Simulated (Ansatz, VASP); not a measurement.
## One calculation of ScTe2, two programs

The input INCAR:

```
ALGO     = Normal         # electronic algorithm
EDIFF    = 1E-7           # SCF threshold, eV
ENCUT    = 520            # plane-wave cutoff, eV
GGA      = PE             # functional
ISIF     = 2              # what is computed and relaxed
ISMEAR   = 0              # smearing method
LASPH    = T              # aspherical terms in the spheres
LCHARG   = T              # write CHGCAR
LELF     = T              # ELF
LREAL    = F              # projectors in reciprocal space
LVHAR    = T            
LWAVE    = F              # write WAVECAR
NBANDS   = 18             # bands
NELM     = 100            # most SCF steps
PREC     = Accurate       # precision mode
SIGMA    = 0.05           # smearing width, eV
```

Contents of KPOINTS:

```
k-points
0
Gamma
  8 8 8
```

File POSCAR:

```
ScTe2
1.0
    0.0000000000      3.5627719815      3.5983997013
    3.5627719815      0.0000000000      3.5983997013
    3.5627719815      3.5627719815      0.0000000000
Sc Te
1 2
Direct
    0.0000000000      0.0000000000      0.0000000000
    0.2500000000      0.2500000000      0.2500000000
    0.7500000000      0.7500000000      0.7500000000
```

Input for Ansatz:

```yaml
crystal:
  lattice:
    - [0.0, 3.5627719815, 3.5983997013]
    - [3.5627719815, 0.0, 3.5983997013]
    - [3.5627719815, 3.5627719815, 0.0]
  atoms:
    - { symbol: Sc, position: [0.0, 0.0, 0.0] }
    - { symbol: Te, position: [0.25, 0.25, 0.25] }
    - { symbol: Te, position: [0.75, 0.75, 0.75] }
basis:
  ecutwfc: 420
  ecutrho_ratio: 4
kpoints:
  mp_grid: { grid: [8, 8, 8] }
hamiltonian:
  xc: pbe
scf:
  occupations: { method: gaussian, width: 0.05 }
output:
  forces: true
  stress: true
  eigenvalues: true
```

Change from the starting cell: strain e3 = +0.01, atoms carried along.

Alike in both runs: task single point; functional PBE; k mesh 8 × 8 × 8; occupations gaussian, width 0.05 eV; no spin polarisation.

|  | VASP | Ansatz |
| --- | --- | --- |
| version | VASP 6.6.1 | Ansatz 0.2.0 |
| potentials or method | VASP PAW PBE potentials, release 64 (Sc_sv, Te), cutoff 520 eV | scalar-relativistic, plane waves, PAW |
| valence electrons in the cell | 23 | 43 |

|  | VASP | Ansatz | Ansatz less VASP |
| --- | --- | --- | --- |
| gap on the k mesh at the Fermi level (eV) | none | none | - |
| pressure (GPa) | -0.5 | -0.6 | -0.05 |
| traceless stress, the component that is largest in VASP (GPa) | 0.50 | 0.50 | +0.002 |

A gap of «none» marks a metal or a gap that the smearing closes. VASP's potentials hold 23 valence electrons a cell and Ansatz's 43, so a difference there can come from the potentials and not from the codes.

Neither program's run includes spin-orbit coupling.
